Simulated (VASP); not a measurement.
Input of a VASP 6.6.1 run:

File INCAR:

```
  PREC = Accurate
  ENCUT = 520
  EDIFF = 1E-6
  ISMEAR = 0
  SIGMA = 0.1
  LREAL = F
  LASPH = T
  NELM = 100
  ALGO = Normal
  ISIF = 2
  LWAVE = F
  LCHARG = F
  GGA = PE
  IVDW = 12
  NBANDS = 12
```

KPOINTS

```
Automatic mesh
0
Gamma
  9 9 9
```

File POSCAR:

```
P
1.0
    1.6781203415      0.9688632309      2.7389241316
   -1.6781203415      0.9688632309      2.7389241316
    0.0000000000     -1.9377264618      2.7389241317
P
2
Direct
    0.2424253753      0.2424253753      0.2424253753
    0.7575746247      0.7575746247      0.7575746247
```

Potentials or basis: VASP PAW PBE potentials, release 64 (P).

Run with:

```sh
$ cat potpaw_PBE.64/P/POTCAR > POTCAR
$ mpirun -np 1 vasp_std > vasp.out
```

What does it give for the largest force?

0.023 eV/Å.

Estimate the pressure.

7.1 GPa.

Predict the band gap on the k mesh.

zero (band 5 reaches 12.43 eV, above the bottom of band 6 at 10.02 eV).

Predict the dispersion energy per atom.

-0.529 eV.

Forces on the atoms (eV/Å):
```
P    0.000  0.000 -0.023
P    0.000  0.000  0.023
```

Caveat: pairwise dispersion overbinds metals, which lowers pressure and volume.
